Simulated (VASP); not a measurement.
# SnO2 (R-3m) in VASP: further runs

Runs on SnO2. Level: r2SCAN. Tasks: single point.

All numbers are computed with VASP 6.6.1; they aren't measurements. Logs are shortened: lines on timing, memory, paths and dates and some standing lists are left out, and cuts for length are marked.

### Step 1. The cell of the first run

It takes space group R-3m (No. 166, trigonal). The conventional cell has a = 3.105 Å, b = 3.105 Å, c = 15.554 Å, α = 90.00°, β = 90.00°, γ = 120.00°. Within 2.8 Å of Sn (site symmetry -3m) lie 6 O at 2.10 Å. Within 2.9 Å of O (site symmetry 3m) lie 3 Sn at 2.10 Å and 3 O at 2.83 Å.

### Step 2. Single point, r2SCAN (strain -0.040 along x and y, +0.080 along z)

The input, POSCAR:

```
SnO2
1.0
    1.5524093522      0.8962839574      5.1846399907
   -1.5524093522      0.8962839574      5.1846399907
    0.0000000000     -1.7925679148      5.1846399907
Sn O
1 2
Direct
    0.5000000000      0.5000000000      0.5000000000
    0.2371700000      0.2371700000      0.2371700000
    0.7628300000      0.7628300000      0.7628300000
```

The input, INCAR.step1:

```
  PREC = Accurate
  ENCUT = 520
  ISMEAR = 0
  SIGMA = 0.05
  LREAL = F
  LASPH = T
  NELM = 80
  NBANDS = 20
  GGA = PE
  ALGO = Normal
  EDIFF = 1E-4
  LWAVE = T
  LCHARG = F
```

The input, INCAR.step2:

```
  PREC = Accurate
  ENCUT = 520
  EDIFF = 1E-6
  ISMEAR = 0
  SIGMA = 0.05
  LREAL = F
  LASPH = T
  NELM = 80
  ALGO = Normal
  ISIF = 2
  LWAVE = F
  LCHARG = F
  METAGGA = R2SCAN
  LMIXTAU = T
  NBANDS = 20
  ISTART = 1
```

The input, KPOINTS:

```
regular mesh
0
Gamma
  12 12 12
```

Potentials or basis: VASP PAW PBE potentials, release 64 (Sn_d, O).

Started as:

```console
cat potpaw_PBE.64/Sn_d/POTCAR potpaw_PBE.64/O/POTCAR > POTCAR
cp INCAR.step1 INCAR
mpirun -np 1 vasp_std > vasp.out
cp INCAR.step2 INCAR
mpirun -np 1 vasp_std > vasp.out
```

OUTCAR:

```text
PREC = Accurate
   ENCUT = 520
   EDIFF = 1E-6
   ISMEAR = 0
   LREAL = F
   LASPH = T
   NELM = 80
   ISIF = 2
   METAGGA = R2SCAN
   ISTART = 1

 ion  position               nearest neighbor table
   1  0.500  0.500  0.500-   2 2.10   2 2.10   3 2.10   3 2.10   2 2.10   3 2.10
   2  0.237  0.237  0.237-   1 2.10   1 2.10   1 2.10
   3  0.763  0.763  0.763-   1 2.10   1 2.10   1 2.10

  LATTYP: Found a trigonal (rhomboedric) cell.
 ALAT       =     5.4857808526
 COS(alpha) =     0.8398357487

  Lattice vectors:

 A1 = (   1.5524093522,   0.8962839574,   5.1846399907)
 A2 = (  -1.5524093522,   0.8962839574,   5.1846399907)
 A3 = (   0.0000000000,  -1.7925679148,   5.1846399907)

Analysis of symmetry for initial positions (statically):
=====================================================================
 Subroutine PRICEL returns:
 Original cell was already a primitive cell.

 Routine SETGRP: Setting up the symmetry group for a
 trigonal (rhombohedral) supercell.

 Subroutine GETGRP returns: Found 12 space group operations
 (whereof 12 operations were pure point group operations)
 out of a pool of 12 trial point group operations.

The static configuration has the point symmetry D_3d.

Analysis of symmetry for dynamics (positions and initial velocities):
=====================================================================
 Subroutine PRICEL returns:
 Original cell was already a primitive cell.

 Routine SETGRP: Setting up the symmetry group for a
 trigonal (rhombohedral) supercell.

 Subroutine GETGRP returns: Found 12 space group operations
 (whereof 12 operations were pure point group operations)
 out of a pool of 12 trial point group operations.

The dynamic configuration has the point symmetry D_3d.

 Subroutine INISYM returns: Found 12 space group operations
 (whereof 12 operations are pure point group operations),
 and found     1 'primitive' translations

----------------------------------------------------------------------------------------

                                     Primitive cell

  volume of cell :      43.2834

  direct lattice vectors                    reciprocal lattice vectors
     1.552409352  0.896283957  5.184639991     0.322079997  0.185952973  0.064292474
    -1.552409352  0.896283957  5.184639991    -0.322079997  0.185952973  0.064292474
     0.000000000 -1.792567915  5.184639991     0.000000000 -0.371905946  0.064292474

  length of vectors
     5.485780853  5.485780853  5.485780853     0.377422250  0.377422250  0.377422250
[... 77 lines left out ...]
   ISPIN  =      1    spin polarized calculation?
   LNONCOLLINEAR =      F non collinear calculations
   LSORBIT =      F    spin-orbit coupling
   LASPH  =      T    aspherical Exc in radial PAW
   ENCUT  =  520.0 eV  38.22 Ry    6.18 a.u.  10.20 10.20 10.20*2*pi/ulx,y,z
   NELM   =     80;   NELMIN=  2; NELMDL=  0     # of ELM steps
   EDIFF  = 0.1E-05   stopping-criterion for ELM
   LREAL  =      F    real-space projection
   EDIFFG = 0.1E-04   stopping-criterion for IOM
   NSW    =      0    number of steps for IOM
   IBRION =     -1    ionic relax: 0-MD 1-quasi-New 2-CG
   NFREE  =      0    steps in history (QN), initial steepest desc. (CG)
   ISIF   =      2    stress and relaxation
   ISYM   =      2    0-nonsym 1-usesym 2-fastsym
   POTIM  = 0.5000    time-step for ionic-motion
   TEBEG  =    0.0;   TEEND  =   0.0 temperature during run
   PSTRESS=    0.0 pullay stress
   NELECT =      26.0000    total number of electrons
   NUPDOWN=      -1.0000    fix difference up-down
   EMIN   =  10.00;   EMAX   =-10.00  energy-range for DOS
   EFERMI =   0.00;   METHOD = LEGACY
   ISMEAR =     0;   SIGMA  =   0.05  broadening in eV -4-tet -1-fermi 0-gaus
   EFERMI_NEDOS =   21; number of points for ismear=-14 and -15
   IALGO  =     38    algorithm
   IMIX   =      4    mixing-type and parameters
     AMIX     =   0.40;   BMIX     =  1.00
     AMIX_MAG =   1.60;   BMIX_MAG =  1.00
  volume/ion in A,a.u.               =      14.43        97.36
  Fermi-wavevector in a.u.,A,eV,Ry     =   1.381313  2.610303 25.960257  1.908025
  Thomas-Fermi vector in A             =   2.506109
   LORBIT       =      0    0 simple, 1 ext, 2 COOP (PROOUT), +10 PAW based schemes
   METAGGA = R2SCAN    functional components
   LHFCALC =     F    Hartree Fock is set to
   AEXX    =    0.0000 exact exchange contribution
   IVDW    =     0    specifies the selected vdW correction
   LEPSILON=     F    determine dielectric tensor
   LRPA    =     F    only Hartree local field effects (RPA)
 non-spin polarized calculation
 Gauss-broadening in eV      SIGMA  =   0.05
  energy-cutoff  :      520.00
  volume of cell :       43.28
 maximum number of plane-waves:      1181
 NGX is ok and might be reduce to    42
   NGX = 21   NGY = 21   NGZ = 21

 number of electron      25.9999997 magnetization

 Free energy of the ion-electron system (eV)
  ---------------------------------------------------
  ext. energy  EPLUGINS =         0.00000000
  ---------------------------------------------------
  free energy    TOTEN  =       -41.47190635 eV

  energy without entropy =      -41.47190635  energy(sigma->0) =      -41.47190635

 E-fermi :   2.8237     XC(G=0): -10.5975

 val. band max:        2.5586976007   @ k =  -0.1667   0.2500   0.0833
 cond. band min:       5.7668798033   @ k =   0.0000   0.0000   0.0000
 fundamental gap:      3.2081822026
 Fermi energy:         2.8236728914

 k-point     1 :       0.0000    0.0000    0.0000
  band No.  band energies     occupation
      1     -17.8139      2.00000
      2     -17.6171      2.00000
      3     -17.6171      2.00000
      4     -17.3070      2.00000
      5     -17.3070      2.00000
      6     -16.3280      2.00000
[... 541 lines left out ...]
     19      16.6944      0.00000
     20      18.3050      0.00000

 [... further k-points ...]
[... 5 lines left out ...]
  --------------------------------------------------------------------------------------
  -------------------------------------------------------------------------------------
  Total        1.8879010      1.8879010     -2.4123277      0.0000000      0.0000000      0.0000000
  in kB       69.8824416     69.8824416    -89.2945921      0.0000000      0.0000000      0.0000000
  external PRESSURE =      16.8234303 kB  Pullay stress =       0.0000000 kB

 VOLUME and BASIS-vectors are now :
 -----------------------------------------------------------------------------
  energy-cutoff  :      520.00
  volume of cell :       43.28
      direct lattice vectors                 reciprocal lattice vectors
     1.552409352  0.896283957  5.184639991     0.322079997  0.185952973  0.064292474
    -1.552409352  0.896283957  5.184639991    -0.322079997  0.185952973  0.064292474
     0.000000000 -1.792567915  5.184639991     0.000000000 -0.371905946  0.064292474

 POSITION                                       TOTAL-FORCE (eV/Angst)
 -----------------------------------------------------------------------------------
      0.00000      0.00000      7.77696         0.000000      0.000000      0.000000
      0.00000      0.00000      3.68892         0.000000     -0.000000     -0.955592
      0.00000      0.00000     11.86500         0.000000     -0.000000      0.955592
 -----------------------------------------------------------------------------------
    total drift:                                0.000000      0.000000     -0.000000

  FREE ENERGIE OF THE ION-ELECTRON SYSTEM (eV)
  ---------------------------------------------------
  free  energy   TOTEN  =       -41.4719063532 eV

  energy  without entropy=      -41.4719063532  energy(sigma->0) =      -41.47190635
```

OUTCAR.step1:

```text
PREC = Accurate
   ENCUT = 520
   ISMEAR = 0
   LREAL = F
[... 779 lines left out ...]
      0.00000      0.00000      7.77696         0.000000      0.000000      0.000000
      0.00000      0.00000      3.68892         0.000000      0.000000     -0.377625
      0.00000      0.00000     11.86500         0.000000     -0.000000      0.377625
 -----------------------------------------------------------------------------------
    total drift:                                0.000000      0.000000     -0.000000

  FREE ENERGIE OF THE ION-ELECTRON SYSTEM (eV)
  ---------------------------------------------------
  free  energy   TOTEN  =       -18.0237379081 eV

  energy  without entropy=      -18.0237379081  energy(sigma->0) =      -18.02373791
```

It took 12 min on 1 thread of Intel Xeon 6975P-C (Granite Rapids), shared host; peak memory 0.37 GiB.

What came out:

* Free energy: -41.4719 eV
* Pressure: 1.7 GPa
* Largest force: 0.956 eV/Å
* Band gap on the k mesh: 3.21 eV (least direct gap 3.46 eV)

Forces on the atoms (eV/Å):
```
Sn   0.000  0.000  0.000
O    0.000  0.000 -0.956
O    0.000  0.000  0.956
```

Stress tensor (GPa, compression positive):
```
 6.99  0.00  0.00
 0.00  6.99  0.00
 0.00  0.00 -8.93
```

Caveat: the cell differs from its parent crystal (strain -0.040 along x and y, +0.080 along z); the stress differs along the axes, from -9 to 7 GPa; the PAW data sets were made with another functional, which shifts forces and pressure a little; spin-orbit coupling is left out, which moves the levels of the heavy elements.

### Step 3. Single point, r2SCAN (strain +0.040 along x and y, -0.080 along z)

The input, POSCAR:

```
SnO2
1.0
    1.6817767982      0.9709742872      4.4165451773
   -1.6817767982      0.9709742872      4.4165451773
    0.0000000000     -1.9419485744      4.4165451773
Sn O
1 2
Direct
    0.5000000000      0.5000000000      0.5000000000
    0.2371700000      0.2371700000      0.2371700000
    0.7628300000      0.7628300000      0.7628300000
```

The input, INCAR.step1:

```
PREC     = Accurate       # precision mode
ENCUT    = 520            # plane-wave cutoff, eV
ISMEAR   = 0              # smearing method
SIGMA    = 0.05           # smearing width, eV
LREAL    = F              # projectors in reciprocal space
LASPH    = T              # aspherical terms in the spheres
NELM     = 100            # most SCF steps
NBANDS   = 20             # bands
GGA      = PE             # functional
ALGO     = Normal         # electronic algorithm
EDIFF    = 1E-4           # SCF threshold, eV
LWAVE    = T              # write WAVECAR
LCHARG   = F              # write CHGCAR
```

The input, INCAR.step2:

```
PREC     = Accurate       # precision mode
ENCUT    = 520            # plane-wave cutoff, eV
EDIFF    = 1E-7           # SCF threshold, eV
ISMEAR   = 0              # smearing method
SIGMA    = 0.05           # smearing width, eV
LREAL    = F              # projectors in reciprocal space
LASPH    = T              # aspherical terms in the spheres
NELM     = 100            # most SCF steps
ALGO     = Normal         # electronic algorithm
ISIF     = 2              # what is computed and relaxed
LWAVE    = F              # write WAVECAR
LCHARG   = T              # write CHGCAR
METAGGA  = R2SCAN         # meta-GGA
LMIXTAU  = T            
LELF     = T              # ELF
LVHAR    = T            
NBANDS   = 20             # bands
ISTART   = 1
```

KPOINTS is that of step 2.

Potentials or basis: VASP PAW PBE potentials, release 64 (Sn_d, O).

Started as:

```console
cat potpaw_PBE.64/Sn_d/POTCAR potpaw_PBE.64/O/POTCAR > POTCAR
cp INCAR.step1 INCAR
mpirun -np 1 vasp_std > vasp.out
cp INCAR.step2 INCAR
mpirun -np 1 vasp_std > vasp.out
```

OUTCAR:

```text
PREC = Accurate
   ENCUT = 520
   EDIFF = 1E-7
   ISMEAR = 0
   LREAL = F
   LASPH = T
   NELM = 100
   ISIF = 2
   METAGGA = R2SCAN
   ISTART = 1

 ion  position               nearest neighbor table
   1  0.500  0.500  0.500-   2 2.15   2 2.15   3 2.15   3 2.15   2 2.15   3 2.15
   2  0.237  0.237  0.237-   1 2.15   1 2.15   1 2.15
   3  0.763  0.763  0.763-   1 2.15   1 2.15   1 2.15

  LATTYP: Found a trigonal (rhomboedric) cell.
 ALAT       =     4.8246280238
 COS(alpha) =     0.7569816663

  Lattice vectors:

 A1 = (   1.6817767982,   0.9709742872,   4.4165451773)
 A2 = (  -1.6817767982,   0.9709742872,   4.4165451773)
 A3 = (   0.0000000000,  -1.9419485744,   4.4165451773)

Analysis of symmetry for initial positions (statically):
=====================================================================
 Subroutine PRICEL returns:
 Original cell was already a primitive cell.

 Routine SETGRP: Setting up the symmetry group for a
 trigonal (rhombohedral) supercell.

 Subroutine GETGRP returns: Found 12 space group operations
 (whereof 12 operations were pure point group operations)
[... 159 lines left out ...]
  ---------------------------------------------------
  ext. energy  EPLUGINS =         0.00000000
  ---------------------------------------------------
  free energy    TOTEN  =       -41.47369818 eV

  energy without entropy =      -41.47369818  energy(sigma->0) =      -41.47369818

 E-fermi :   3.5977     XC(G=0): -10.8389

 val. band max:        3.2916080761   @ k =  -0.0833   0.0833   0.0000
 cond. band min:       4.8193865485   @ k =   0.0000   0.0000   0.0000
 fundamental gap:      1.5277784723
 Fermi energy:         3.5976859911

 k-point     1 :       0.0000    0.0000    0.0000
  band No.  band energies     occupation
      1     -17.5301      2.00000
      2     -17.2724      2.00000
      3     -17.2724      2.00000
      4     -17.1214      2.00000
      5     -17.1214      2.00000
      6     -15.4277      2.00000
[... 541 lines left out ...]
     19      17.4954      0.00000
     20      17.9548      0.00000

 [... further k-points ...]
[... 5 lines left out ...]
  --------------------------------------------------------------------------------------
  -------------------------------------------------------------------------------------
  Total       -4.6174461     -4.6174461     -1.0800437      0.0000000      0.0000000      0.0000000
  in kB     -170.9631064   -170.9631064    -39.9891259      0.0000000      0.0000000      0.0000000
  external PRESSURE =    -127.3051129 kB  Pullay stress =       0.0000000 kB

 VOLUME and BASIS-vectors are now :
 -----------------------------------------------------------------------------
  energy-cutoff  :      520.00
  volume of cell :       43.27
      direct lattice vectors                 reciprocal lattice vectors
     1.681776798  0.970974287  4.416545177     0.297304613  0.171648898  0.075473774
    -1.681776798  0.970974287  4.416545177    -0.297304613  0.171648898  0.075473774
     0.000000000 -1.941948574  4.416545177     0.000000000 -0.343297797  0.075473774

 POSITION                                       TOTAL-FORCE (eV/Angst)
 -----------------------------------------------------------------------------------
      0.00000      0.00000      6.62482        -0.000000      0.000000      0.000000
      0.00000      0.00000      3.14242         0.000000      0.000000     -0.193498
      0.00000      0.00000     10.10722         0.000000     -0.000000      0.193498
 -----------------------------------------------------------------------------------
    total drift:                                0.000000     -0.000000      0.000000

  FREE ENERGIE OF THE ION-ELECTRON SYSTEM (eV)
  ---------------------------------------------------
  free  energy   TOTEN  =       -41.4736981797 eV

  energy  without entropy=      -41.4736981797  energy(sigma->0) =      -41.47369818
```

OUTCAR.step1:

```text
PREC = Accurate
   ENCUT = 520
   ISMEAR = 0
   LREAL = F
[... 778 lines left out ...]
      0.00000      0.00000      6.62482         0.000000     -0.000000      0.000000
      0.00000      0.00000      3.14242         0.000000      0.000000      0.174391
      0.00000      0.00000     10.10722         0.000000      0.000000     -0.174391
 -----------------------------------------------------------------------------------
    total drift:                                0.000000      0.000000      0.000000

  FREE ENERGIE OF THE ION-ELECTRON SYSTEM (eV)
  ---------------------------------------------------
  free  energy   TOTEN  =       -18.0922859432 eV

  energy  without entropy=      -18.0922859432  energy(sigma->0) =      -18.09228594
```

OSZICAR.step1:

```text
N       E                     dE             d eps       ncg     rms          rms(c)
DAV:   1     0.253773348262E+03    0.25377E+03   -0.13933E+04  8004   0.192E+03
DAV:   2     0.798061728109E+01   -0.24579E+03   -0.23309E+03  8156   0.492E+02
DAV:   3    -0.203180107016E+02   -0.28299E+02   -0.27992E+02  8876   0.141E+02
DAV:   4    -0.211255043402E+02   -0.80749E+00   -0.80677E+00  8320   0.256E+01
DAV:   5    -0.211417511207E+02   -0.16247E-01   -0.16246E-01  9116   0.386E+00    0.106E+01
DAV:   6    -0.181313588662E+02    0.30104E+01   -0.12188E+01 11692   0.585E+01    0.429E+00
DAV:   7    -0.181111524058E+02    0.20206E-01   -0.68388E-01  7804   0.678E+00    0.208E+00
DAV:   8    -0.180925356196E+02    0.18617E-01   -0.85855E-02  7872   0.299E+00    0.414E-01
DAV:   9    -0.180915584542E+02    0.97717E-03   -0.12775E-02 10912   0.138E+00    0.989E-02
DAV:  10    -0.180922436579E+02   -0.68520E-03   -0.18669E-03  7780   0.383E-01    0.346E-02
DAV:  11    -0.180922859432E+02   -0.42285E-04   -0.54155E-05  6928   0.878E-02
   1 F= -.18092286E+02 E0= -.18092286E+02  d E =-.105476E-14
```

Wall time 7 min (1 thread of Intel Xeon 6975P-C (Granite Rapids), shared host); peak memory 0.31 GiB.

What came out:

```
Free energy            : -41.4737 eV
Pressure               : -12.7 GPa
Largest force          : 0.193 eV/Å
Band gap on the k mesh : 1.53 eV (least direct gap 1.58 eV)
```

Forces in eV/Å, atoms in the order of the input:
```
Sn   0.000  0.000  0.000
O    0.000  0.000 -0.193
O    0.000  0.000  0.193
```

Stress tensor (GPa, compression positive):
```
-17.10   0.00   0.00
  0.00 -17.10   0.00
  0.00   0.00  -4.00
```

Caveat: the cell differs from its parent crystal (strain +0.040 along x and y, -0.080 along z); the stress differs along the axes, from -17 to -4 GPa; the PAW data sets were made with another functional, which shifts forces and pressure a little; spin-orbit coupling is left out, which moves the levels of the heavy elements. A k mesh can miss the band edges.
